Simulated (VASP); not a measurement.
# PbO: single point with PBE

The system is PbO.

```
Pb O
1.0
     3.85517    0.00000    0.00000
     0.00000    3.85517    0.00000
     0.00000    0.00000    4.87134
Pb O
2 2
Direct
  0.00000 0.50000 0.23510
  0.50000 0.00000 0.76490
  0.00000 0.00000 0.00000
  0.50000 0.50000 0.00000
```

This cell differs from its parent crystal: strain -0.030 along x and y, -0.030 along z.

- Program: VASP 6.6.1
- Task: single point
- Functional: PBE
- Potentials or basis: VASP PAW PBE potentials, release 64 (Pb_d, O)
- Cutoff: 520 eV
- k mesh: 8 × 8 × 6
- Occupations: gaussian, width 0.05 eV
- Spin: no spin polarisation

* Pressure: 15.4 GPa
* Largest force: 1.966 eV/Å
* Band gap on the k mesh: 1.07 eV (least direct gap 2.43 eV)

Forces on the atoms (eV/Å):
```
Pb   0.000  0.000  1.966
Pb   0.000  0.000 -1.966
O    0.000  0.000  0.000
O    0.000  0.000  0.000
```

Stress tensor (GPa, compression positive):
```
16.45  0.00  0.00
 0.00 16.45  0.00
 0.00  0.00 13.43
```

Levels at points of the mesh, in eV from the valence-band top:
```csv
k point,band 17,band 18,band 19,band 20,band 21,band 22,band 23,band 24
"(0.00, 0.00, 0.00)",-2.25,-2.25,-2.21,-0.01,2.53,5.49,5.86,5.86
"(0.50, 0.00, 0.00)",-3.70,-3.70,-2.06,-2.06,3.52,3.52,6.83,6.83
"(0.50, 0.50, 0.00)",-1.84,-1.84,-1.56,-1.56,1.07,1.07,5.34,5.34
"(0.00, 0.00, 0.50)",-2.28,-2.28,-2.25,-1.34,1.90,4.01,4.01,4.35
"(0.50, 0.00, 0.50)",-3.66,-3.66,-1.28,-1.28,3.13,3.13,6.60,6.60
"(0.50, 0.50, 0.50)",-2.49,-2.49,-1.56,-1.56,3.40,3.40,4.97,4.97
```

It took 2.5 min on 1 thread of Intel Xeon 8259CL, on a shared host, peak memory 0.24 GiB.

Caveat: the cell differs from its parent crystal (strain -0.030 along x and y, -0.030 along z); the cell stands under pressure; spin-orbit coupling is left out, which moves the levels of the heavy elements; forces of over 1 eV/Å act on the atoms, so gaps and moduli don't describe the material at rest. A k mesh can miss the band edges.
